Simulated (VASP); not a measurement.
Here is a VASP 6.6.1 calculation.

File INCAR:

```
SYSTEM = Ge
PREC = Accurate ; ENCUT = 520
EDIFF = 1E-6 ; ISMEAR = -1
SIGMA = 0.1 ; LREAL = .False.
LASPH = .True. ; NELM = 60
ALGO = Normal ; ISIF = 2
LWAVE = .False. ; LCHARG = .True.
GGA = RP ; LELF = .True.
LVHAR = .True. ; NBANDS = 36
```

KPOINTS

```
Automatic mesh
0
Gamma
  13 13 4
  0 0 0
```

The input POSCAR:

```
Ge
1.0
    3.1228347588      0.0000000000      0.0000000000
   -1.5614173794      2.7044542329      0.0000000000
    0.0000000000      0.0000000000     10.2398144222
Ge
4
Direct
    0.0000000000      1.0000000000      1.0000000000
    0.0000000000      1.0000000000      0.5000000000
    0.3333333333      0.6666666667      0.2500000000
    0.6666666667      0.3333333333      0.7500000000
```

Potentials or basis: VASP PAW PBE potentials, release 64 (Ge_d).

Command:

```sh
$ cat potpaw_PBE.64/Ge_d/POTCAR > POTCAR
$ mpirun -np 1 vasp_std > vasp.out
```

Problem. Predict the band gap on the k mesh.

Solution. Zero (bands 28 and 29 overlap by 8.11 eV).

Problem. Predict the pressure.

Solution. -4.0 GPa.

Stress tensor (GPa, compression positive):
```
-4.34  0.00  0.00
 0.00 -4.34  0.00
 0.00  0.00 -3.27
```

Caveat: the cell stands under tension; the PAW data sets were made with another functional, which shifts forces and pressure a little.
